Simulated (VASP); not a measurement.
# LiAlO (P4/nmm) in VASP: relaxation of cell and atoms with PBE

Aim: the relaxation of cell and atoms of LiAlO with PBE.

Everything below comes from runs of VASP 6.6.1. Logs are shortened: lines on timing, memory, paths and dates and some standing lists are left out, and cuts for length are marked.

## Step 1: The cell of the first run

Symmetry: P4/nmm, No. 129, tetragonal system. The conventional cell has a = 3.871 Å, b = 3.871 Å, c = 4.621 Å, α = 90.00°, β = 90.00°, γ = 90.00°. Within 3.0 Å of Li (site symmetry -4m2) lie 4 Al at 2.29 Å and 4 O at 2.55 Å and 4 Li at 2.74 Å. Al (site symmetry 4mm) has 1 O at 1.74 Å and 4 Li at 2.29 Å within 2.3 Å. Within 2.3 Å of O (site symmetry 4mm) lie 1 Al at 1.74 Å.

The cell was built from a structure type or drawn by symmetry, and may not be a known phase.

## Step 2: Relaxation of cell and atoms, PBE

The input, INCAR:

```
  PREC = Accurate
  ENCUT = 910
  EDIFF = 1E-7
  ISMEAR = 0
  SIGMA = 0.1
  LREAL = False
  LASPH = True
  NELM = 120
  ALGO = Normal
  ISIF = 3
  LWAVE = False
  LCHARG = False
  GGA = PE
  IBRION = 2
  NSW = 90
  EDIFFG = -0.04
  GGA_COMPAT = False
  NELMIN = 4
```

The input, KPOINTS:

```
regular mesh
0
Gamma
  4 4 4
```

The input, POSCAR:

```
LiAlO
1.0
    3.8706203200      0.0000000000      0.0000000000
    0.0000000000      3.8706203200      0.0000000000
    0.0000000000      0.0000000000      4.6209684800
Li Al O
2 2 2
Direct
    0.0000000000      0.0000000000      0.0000000000
    0.5000000000      0.5000000000      0.0000000000
    0.5000000000      0.0000000000      0.7353112500
    0.0000000000      0.5000000000      0.2646887500
    0.5000000000      0.0000000000      0.3594277600
    0.0000000000      0.5000000000      0.6405722400
```

Potentials or basis: VASP PAW PBE potentials, release 64 (Li_sv, Al, O_h).

Started as:

```console
cat potpaw_PBE.64/Li_sv/POTCAR potpaw_PBE.64/Al/POTCAR potpaw_PBE.64/O_h/POTCAR > POTCAR
mpirun -np 1 vasp_std > vasp.out
```

OUTCAR:

```text
PREC = Accurate
   ENCUT = 910
   EDIFF = 1E-7
   ISMEAR = 0
   LREAL = False
   LASPH = True
   NELM = 120
   ISIF = 3
   GGA = PE
   IBRION = 2
   NSW = 90
   EDIFFG = -0.04
   NELMIN = 4

 ion  position               nearest neighbor table
   1  0.000  0.000  0.000-   3 2.29   4 2.29   4 2.29   3 2.29
   2  0.500  0.500  0.000-   3 2.29   4 2.29   3 2.29   4 2.29
   3  0.500  0.000  0.735-   5 1.74   2 2.29   1 2.29   2 2.29   1 2.29
   4  0.000  0.500  0.265-   6 1.74   2 2.29   1 2.29   1 2.29   2 2.29
   5  0.500  0.000  0.359-   3 1.74
   6  0.000  0.500  0.641-   4 1.74

  LATTYP: Found a simple tetragonal cell.
 ALAT       =     3.8706203200
 C/A-ratio  =     1.1938573402

  Lattice vectors:

 A1 = (   3.8706203200,   0.0000000000,   0.0000000000)
 A2 = (   0.0000000000,   3.8706203200,   0.0000000000)
 A3 = (   0.0000000000,   0.0000000000,   4.6209684800)

Analysis of symmetry for initial positions (statically):
=====================================================================
 Subroutine PRICEL returns:
 Original cell was already a primitive cell.

 Routine SETGRP: Setting up the symmetry group for a
 simple tetragonal supercell.

 Subroutine GETGRP returns: Found 16 space group operations
 (whereof  8 operations were pure point group operations)
 out of a pool of 16 trial point group operations.

The static configuration has the point symmetry D_2d.
 The point group associated with its full space group is D_4h.

Analysis of symmetry for dynamics (positions and initial velocities):
=====================================================================
 Subroutine PRICEL returns:
 Original cell was already a primitive cell.

 Routine SETGRP: Setting up the symmetry group for a
 simple tetragonal supercell.

 Subroutine GETGRP returns: Found 16 space group operations
 (whereof  8 operations were pure point group operations)
 out of a pool of 16 trial point group operations.

The dynamic configuration has the point symmetry D_2d.
 The point group associated with its full space group is D_4h.

 Subroutine INISYM returns: Found 16 space group operations
 (whereof  8 operations are pure point group operations),
 and found     1 'primitive' translations

----------------------------------------------------------------------------------------

                                     Primitive cell

  volume of cell :      69.2300

  direct lattice vectors                    reciprocal lattice vectors
     3.870620320  0.000000000  0.000000000     0.258356521  0.000000000  0.000000000
     0.000000000  3.870620320  0.000000000     0.000000000  0.258356521  0.000000000
     0.000000000  0.000000000  4.620968480     0.000000000  0.000000000  0.216404852

  length of vectors
     3.870620320  3.870620320  4.620968480     0.258356521  0.258356521  0.216404852

  position of ions in fractional coordinates (direct lattice)
     0.000000000  0.000000000  0.000000000
     0.500000000  0.500000000  0.000000000
     0.500000000  0.000000000  0.735311250
     0.000000000  0.500000000  0.264688750
     0.500000000  0.000000000  0.359427760
     0.000000000  0.500000000  0.640572240

  ion indices of the primitive-cell ions
   primitive index   ion index
                 1           1
                 2           2
                 3           3
                 4           4
                 5           5
                 6           6

----------------------------------------------------------------------------------------

 KPOINTS: regular mesh

Automatic generation of k-mesh.
 Grid dimensions read from file:
 generate k-points for:    4    4    4

 Generating k-lattice:

  Cartesian coordinates                     Fractional coordinates (reciprocal lattice)
     0.064589130  0.000000000  0.000000000     0.250000000  0.000000000  0.000000000
     0.000000000  0.064589130  0.000000000     0.000000000  0.250000000  0.000000000
     0.000000000  0.000000000  0.054101213     0.000000000  0.000000000  0.250000000

  Length of vectors
     0.064589130  0.064589130  0.054101213

  Shift w.r.t. Gamma in fractional coordinates (k-lattice)
     0.000000000  0.000000000  0.000000000

 Subroutine IBZKPT returns following result:
 ===========================================

 Found     18 irreducible k-points:

 Following reciprocal coordinates:
            Coordinates               Weight
  0.000000  0.000000  0.000000      1.000000
  0.250000  0.000000  0.000000      4.000000
  0.500000  0.000000  0.000000      2.000000
  0.250000  0.250000  0.000000      4.000000
  0.500000  0.250000  0.000000      4.000000
  0.500000  0.500000  0.000000      1.000000
[... 10 lines left out ...]
  0.500000  0.250000  0.500000      4.000000
  0.500000  0.500000  0.500000      1.000000
   k-points           NKPTS =     18   k-points in BZ     NKDIM =     18   number of bands    NBANDS=     16
   number of dos      NEDOS =    301   number of ions     NIONS =      6
   total plane-waves  NPLWV =  76800
   dimension x,y,z NGX =    40 NGY =   40 NGZ =   48
   dimension x,y,z NGXF=    80 NGYF=   80 NGZF=   96
   ions per type =               2   2   2
   NGX,Y,Z   is equivalent  to a cutoff of  17.18, 17.18, 17.27 a.u.
   NGXF,Y,Z  is equivalent  to a cutoff of  34.36, 34.36, 34.54 a.u.
 SYSTEM =  unknown system
   PREC   = accura    normal or accurate (medium, high low for compatibility)
   ISTART =      0    job   : 0-new  1-cont  2-samecut
   ICHARG =      2    charge: 1-file 2-atom 10-const
   ISPIN  =      1    spin polarized calculation?
   LNONCOLLINEAR =      F non collinear calculations
   LSORBIT =      F    spin-orbit coupling
   LASPH  =      T    aspherical Exc in radial PAW
   ENCUT  =  910.0 eV  66.88 Ry    8.18 a.u.   9.52  9.52 11.37*2*pi/ulx,y,z
   NELM   =    120;   NELMIN=  4; NELMDL= -5     # of ELM steps
   EDIFF  = 0.1E-06   stopping-criterion for ELM
   LREAL  =      F    real-space projection
   EDIFFG = -.4E-01   stopping-criterion for IOM
   NSW    =     90    number of steps for IOM
   IBRION =      2    ionic relax: 0-MD 1-quasi-New 2-CG
   NFREE  =      1    steps in history (QN), initial steepest desc. (CG)
   ISIF   =      3    stress and relaxation
   ISYM   =      2    0-nonsym 1-usesym 2-fastsym
   POTIM  = 0.5000    time-step for ionic-motion
   TEBEG  =    0.0;   TEEND  =   0.0 temperature during run
   PSTRESS=    0.0 pullay stress
   NELECT =      24.0000    total number of electrons
   NUPDOWN=      -1.0000    fix difference up-down
   EMIN   =  10.00;   EMAX   =-10.00  energy-range for DOS
   EFERMI =   0.00;   METHOD = LEGACY
   ISMEAR =     0;   SIGMA  =   0.10  broadening in eV -4-tet -1-fermi 0-gaus
   EFERMI_NEDOS =   21; number of points for ismear=-14 and -15
   IALGO  =     38    algorithm
   IMIX   =      4    mixing-type and parameters
     AMIX     =   0.40;   BMIX     =  1.00
     AMIX_MAG =   1.60;   BMIX_MAG =  1.00
  volume/ion in A,a.u.               =      11.54        77.86
  Fermi-wavevector in a.u.,A,eV,Ry     =   1.150042  2.173265 17.995032  1.322598
  Thomas-Fermi vector in A             =   2.286709
   LORBIT       =      0    0 simple, 1 ext, 2 COOP (PROOUT), +10 PAW based schemes
   GGA     = PE    functional components
   LHFCALC =     F    Hartree Fock is set to
   AEXX    =    0.0000 exact exchange contribution
   IVDW    =     0    specifies the selected vdW correction
   LEPSILON=     F    determine dielectric tensor
   LRPA    =     F    only Hartree local field effects (RPA)
 conjugate gradient relaxation of ions
 non-spin polarized calculation
 Gauss-broadening in eV      SIGMA  =   0.10
  energy-cutoff  :      910.00
  volume of cell :       69.23
 maximum number of plane-waves:      4358
 NGX is ok and might be reduce to    40
   NGX = 19   NGY = 19   NGZ = 23

--------------------------------------- Ionic step        1  -------------------------------------------

 number of electron      23.9999994 magnetization

 Free energy of the ion-electron system (eV)
  ---------------------------------------------------
  ext. energy  EPLUGINS =         0.00000000
  ---------------------------------------------------
  free energy    TOTEN  =       -23.71117951 eV

  energy without entropy =      -23.71117921  energy(sigma->0) =      -23.71117936

------------------------ aborting loop because EDIFF is reached ----------------------------------------

  FORCE on cell =-STRESS in cart. coord.  units (eV):
  Direction    XX          YY          ZZ          XY          YZ          ZX
  --------------------------------------------------------------------------------------
  -------------------------------------------------------------------------------------
  Total        4.3812194      4.3812194     12.7835367      0.0000000      0.0000000      0.0000000
  in kB      101.3938085    101.3938085    295.8471942      0.0000000      0.0000000      0.0000000
  external PRESSURE =     166.2116037 kB  Pullay stress =       0.0000000 kB
[... 101 lines left out ...]
  FREE ENERGIE OF THE ION-ELECTRON SYSTEM (eV)
  ---------------------------------------------------
  free  energy   TOTEN  =       -26.3435311709 eV

  energy  without entropy=      -26.3435311709  energy(sigma->0) =      -26.34353117

 E-fermi :   5.6515     XC(G=0):  -9.9234

 val. band max:        5.1392845067   @ k =   0.2500   0.2500   0.0000
 cond. band min:       7.1749879768   @ k =   0.2500   0.0000   0.5000
 fundamental gap:      2.0357034700
 Fermi energy:         5.6514894049

 k-point     1 :       0.0000    0.0000    0.0000
  band No.  band energies     occupation
      1     -40.1874      2.00000
      2     -40.0690      2.00000
      3     -13.8356      2.00000
      4     -12.7904      2.00000
      5      -0.2861      2.00000
      6      -0.2024      2.00000
[... 8 lines left out ...]
     15      10.2923      0.00000
     16      10.2923      0.00000
[... 306 lines left out ...]
  band No.  band energies     occupation
      1     -40.1251      2.00000
      2     -40.1251      2.00000
      3     -12.9989      2.00000
      4     -12.9989      2.00000
      5      -1.0893      2.00000
      6      -1.0893      2.00000
[... 8 lines left out ...]
     15       9.4168      0.00000
     16       9.4168      0.00000

[... ionic steps 4 to 25 ...]

--------------------------------------- Ionic step       26  -------------------------------------------

 number of electron      24.0000014 magnetization

------------------------ aborting loop because EDIFF is reached ----------------------------------------

  FORCE on cell =-STRESS in cart. coord.  units (eV):
  Direction    XX          YY          ZZ          XY          YZ          ZX
  --------------------------------------------------------------------------------------
  -------------------------------------------------------------------------------------
  Total       -0.0281929     -0.0281929      0.0514884      0.0000000      0.0000000      0.0000000
  in kB       -0.6777937     -0.6777937      1.2378450      0.0000000      0.0000000      0.0000000
  external PRESSURE =      -0.0392475 kB  Pullay stress =       0.0000000 kB
[... 65 lines left out ...]
  energy  without entropy=      -27.4982241411  energy(sigma->0) =      -27.49822414

--------------------------------------- Ionic step       28  -------------------------------------------

 number of electron      24.0000013 magnetization

 Free energy of the ion-electron system (eV)
  ---------------------------------------------------
  ext. energy  EPLUGINS =         0.00000000
  ---------------------------------------------------
  free energy    TOTEN  =       -27.49852481 eV

  energy without entropy =      -27.49852481  energy(sigma->0) =      -27.49852481

 E-fermi :   6.2127     XC(G=0): -10.0958

 val. band max:        5.7079015534   @ k =   0.0000   0.0000   0.0000
 cond. band min:       7.8269800853   @ k =   0.5000   0.0000   0.0000
 fundamental gap:      2.1190785320
 Fermi energy:         6.2127490437

 k-point     1 :       0.0000    0.0000    0.0000
  band No.  band energies     occupation
      1     -39.6332      2.00000
      2     -39.4389      2.00000
      3     -14.1898      2.00000
      4     -12.6184      2.00000
      5      -0.4225      2.00000
      6      -0.1432      2.00000
[... 8 lines left out ...]
     15      11.3599      0.00000
     16      11.3599      0.00000
[... 354 lines left out ...]
  FREE ENERGIE OF THE ION-ELECTRON SYSTEM (eV)
  ---------------------------------------------------
  free  energy   TOTEN  =       -27.4985248114 eV

  energy  without entropy=      -27.4985248114  energy(sigma->0) =      -27.49852481

 reached required accuracy - stopping structural energy minimisation
```

Run time: 24 min. Hardware: 1 thread of AMD EPYC 7R43 (Zen 3), shared host; peak memory 0.27 GiB.

Results:

```
Free energy                           : -27.4985 eV
Relaxed volume                        : 11.10 Å³/atom
Relaxed cell                          : a = 3.292 Å, b = 3.292 Å, c = 6.146 Å, α = 90.00°, β = 90.00°, γ = 90.00°
Space group after relaxing (to 0.1 Å) : P4/nmm (No. 129)
Energy gained by relaxing             : 631.2 meV/atom
Ionic steps                           : 28
Pressure after relaxing               : -0.2 GPa
Largest force after relaxing          : 0.005 eV/Å
Band gap on the k mesh                : 2.12 eV (least direct gap 2.61 eV)
```

Forces in eV/Å, atoms in the order of the input:
```
Li   0.000  0.000  0.000
Li   0.000  0.000  0.000
Al   0.000  0.000  0.003
Al   0.000  0.000 -0.003
O    0.000  0.000 -0.005
O    0.000  0.000  0.005
```

Step by step:
```csv
step,energy change (eV),largest force (eV/Å),pressure (GPa),volume (Å³)
1,0.0000,3.8775,16.62,69.23
2,-2.2433,2.7687,-0.86,81.82
3,-2.6324,2.1857,-6.51,88.95
4,-2.6536,2.0714,-7.55,90.60
5,-2.7186,3.6945,4.62,85.00
6,-2.9630,1.2222,-1.95,87.42
7,-3.2618,0.5289,-2.76,82.40
8,-3.2789,0.6052,-2.80,81.14
9,-3.3566,0.4573,-1.11,77.85
10,-3.3971,0.3892,1.61,73.69
11,-3.4528,0.8057,0.15,72.82
12,-3.4856,1.2610,-1.84,71.29
13,-3.5049,1.2313,-1.80,70.95
14,-3.5582,1.2125,-1.64,69.89
15,-3.6297,1.4675,-1.08,67.74
16,-3.4844,2.3761,1.40,63.28
17,-3.6371,1.5901,-0.79,67.09
18,-3.6934,1.1731,0.21,66.84
19,-3.7475,0.2643,2.84,66.31
20,-3.7696,0.1225,1.51,66.82
21,-3.7816,0.1103,-0.65,67.69
22,-3.7819,0.0805,-0.36,67.57
23,-3.7827,0.0725,-0.34,67.50
24,-3.7847,0.0492,-0.26,67.28
25,-3.7870,0.0513,-0.09,66.84
26,-3.7872,0.0516,0.00,66.64
27,-3.7870,0.0723,-0.34,66.59
28,-3.7873,0.0048,-0.15,66.62
```

Final structure:
```
Li Al O
1.0
     3.29238    0.00000    0.00000
     0.00000    3.29238    0.00000
     0.00000    0.00000    6.14595
Li Al O
2 2 2
Cartesian
  0.0000 0.0000 0.0000
  1.6462 1.6462 0.0000
  1.6462 0.0000 4.0982
  0.0000 1.6462 2.0477
  1.6462 0.0000 2.2995
  0.0000 1.6462 3.8465
```

Caveat: the cutoff is under 1.25 times the usual one of these potentials, so pressure, stress and relaxed cells hold a basis-set (Pulay) error; a cell axis changed by over 15 % at a fixed basis, so the end point is rough.
